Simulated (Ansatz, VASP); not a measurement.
**SnGe2 in VASP and in Ansatz**

The input INCAR:

```
SYSTEM = SnGe2
PREC = Accurate
ENCUT = 520
EDIFF = 1E-6
ISMEAR = -1
SIGMA = 0.02
LREAL = .False.
LASPH = .True.
NELM = 80
ALGO = Normal
ISIF = 2
LWAVE = .False.
LCHARG = .False.
GGA = PE
NBANDS = 51
```

File KPOINTS:

```
regular mesh
0
Gamma
  6 6 2
  0 0 0
```

Contents of POSCAR:

```
SnGe2
1.0
    4.3825240531      0.0000000000      0.0000000000
   -2.1912620266      3.7953771627      0.0000000000
    0.0000000000      0.0000000000     10.7435821792
Ge Sn
4 2
Direct
    0.0000000000      0.0000000000      0.8820545252
    0.6666666667      0.3333333333      0.5350820870
    0.3333333333      0.6666666667      0.4649179130
    0.0000000000      0.0000000000      0.1179454748
    0.3333333333      0.6666666667      0.2086912127
    0.6666666667      0.3333333333      0.7913087873
```

Input for Ansatz:

```yaml
crystal:
  lattice:
    - [4.3825240531, 0.0, 0.0]
    - [-2.1912620266, 3.7953771627, 0.0]
    - [0.0, 0.0, 10.7435821792]
  atoms:
    - { symbol: Ge, position: [0.0, 0.0, 0.8820545252] }
    - { symbol: Ge, position: [0.6666666667, 0.3333333333, 0.535082087] }
    - { symbol: Sn, position: [0.3333333333, 0.6666666667, 0.2086912127] }
    - { symbol: Sn, position: [0.6666666667, 0.3333333333, 0.7913087873] }
    - { symbol: Ge, position: [0.3333333333, 0.6666666667, 0.464917913] }
    - { symbol: Ge, position: [0.0, 0.0, 0.1179454748] }
kpoints:
  mp_grid: { grid: [6, 6, 2] }
hamiltonian:
  xc: pbe
scf:
  occupations: { method: fermi_dirac, width: 0.02 }
  n_extra_bands: 5
output:
  forces: true
  stress: true
  eigenvalues: true
```

Alike in both runs: task single point; functional PBE; k mesh 6 × 6 × 2; occupations fermi-dirac, width 0.02 eV; no spin polarisation.

```csv
,VASP,Ansatz
version,VASP 6.6.1,Ansatz 0.2.0
potentials or method,"VASP PAW PBE potentials, release 64 (Ge_d, Sn_d)","plane waves, PAW"
plane-wave cutoff (eV),520,420
valence electrons in the cell,84,84
```

```csv
,VASP,Ansatz,Ansatz less VASP
pressure (GPa),-2.5,-2.5,+0.03
rms of the force components (eV/Å),0.022,0.022,-0.0002
```

The functional is the same, so the differences come from potentials, cutoffs and numerics.
